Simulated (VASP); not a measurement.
Input of a VASP 6.6.1 run:

The input INCAR:

```
  PREC = Accurate
  ENCUT = 700
  EDIFF = 1E-6
  ISMEAR = -1
  SIGMA = 0.05
  LREAL = F
  LASPH = T
  NELM = 120
  ALGO = Normal
  ISIF = 2
  LWAVE = F
  LCHARG = F
  GGA = PE
  NBANDS = 33
  GGA_COMPAT = F
```

KPOINTS

```
Automatic mesh
0
Gamma
  9 9 5
```

Contents of POSCAR:

```
CuO
1.0
    1.5703059391     -2.3345294837      0.0000000000
    1.5703059391      2.3345294837      0.0000000000
    0.0000000000      0.0000000000      5.1765230657
Cu O
2 2
Direct
    0.5000000000      0.0000000000      0.0000000000
    0.0000000000      0.5000000000      0.5000000000
    0.5000000000      0.5000000000      0.2500000000
    0.5000000000      0.5000000000      0.7500000000
```

Potentials or basis: VASP PAW PBE potentials, release 64 (Cu_sv_GW, O).

The run is started by

```sh
$ cat potpaw_PBE.64/Cu_sv_GW/POTCAR potpaw_PBE.64/O/POTCAR > POTCAR
$ mpirun -np 1 vasp_std > vasp.out
```

**Question.** Predict the pressure.

**Answer.** 16.8 GPa.

**Question.** What does it give for the band gap on the k mesh?

**Answer.** Zero (band 25 reaches 6.87 eV, above the bottom of band 26 at 6.35 eV).

Stress tensor (GPa, compression positive):
```
16.65  0.00  0.00
 0.00 16.79  0.00
 0.00  0.00 16.83
```

Caveat: semilocal functionals often make such compounds metallic where correlation or magnetic order opens a gap, which also shifts bond lengths. With open d or f shells a metallic result of PBE can be an artefact of self-interaction; +U or a hybrid may open a gap.
